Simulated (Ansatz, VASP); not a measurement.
Zn: VASP beside Ansatz

```
Zn
1.0
     2.69987    0.00000    0.00000
    -1.34993    2.33815    0.00000
     0.00000    0.00000    5.01180
Zn
2
Cartesian
  0.0000 1.5588 1.2529
  1.3499 0.7794 3.7588
```

Change from the starting cell: volume scaled by 1.04.

Alike in both runs: task single point; functional PBE; k mesh 16 × 16 × 8; occupations fermi-dirac, width 0.03 eV; no spin polarisation.

|  | VASP | Ansatz |
| --- | --- | --- |
| version | VASP 6.6.1 | Ansatz 0.2.0 |
| potentials or method | VASP PAW PBE potentials, release 64 (Zn), cutoff 520 eV | all-electron LAPW, scalar-relativistic |

Ansatz gave:

```
pressure (GPa)                                                : -3.0
traceless stress, the component that is largest in VASP (GPa) : 0.41
```

**Question.** What did VASP give for the same quantities?

**Answer.** Pressure (GPa): -2.7; traceless stress, the component that is largest in VASP (GPa): 0.30.

Ansatz ran all-electron here, and VASP with PAW potentials.
